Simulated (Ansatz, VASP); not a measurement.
Pb: VASP beside Ansatz

```
Pb
1.0
     2.61337    0.00000    0.00000
    -1.30669    2.26325    0.00000
     0.00000    0.00000    4.30469
Pb
2
Direct
  0.33333 0.66667 0.25000
  0.66667 0.33333 0.75000
```

Change from the starting cell: volume scaled by 0.4, crystal datasets.

Alike in both runs: task single point; functional PBE; k mesh 14 × 14 × 8; occupations fermi-dirac, width 0.05 eV; no spin polarisation.

|  | VASP | Ansatz |
| --- | --- | --- |
| version | VASP 6.6.1 | Ansatz 0.2.0 |
| potentials or method | VASP PAW PBE potentials, release 64 (Pb_d), cutoff 520 eV | all-electron PAW with datasets made for the crystal, scalar-relativistic |

Ansatz gave:

```
pressure (GPa)                                                : 348.9
traceless stress, the component that is largest in VASP (GPa) : 0.32
```

**Question.** Which values does VASP return?

**Answer.** Pressure (GPa): 349.3; traceless stress, the component that is largest in VASP (GPa): 0.37.

Both programs put the cell under a high pressure, so it lies far from rest at this level. Ansatz ran all-electron here, and VASP with PAW potentials.

Neither program's run includes spin-orbit coupling. Noted on VASP's run: the cell as given lies far from equilibrium.
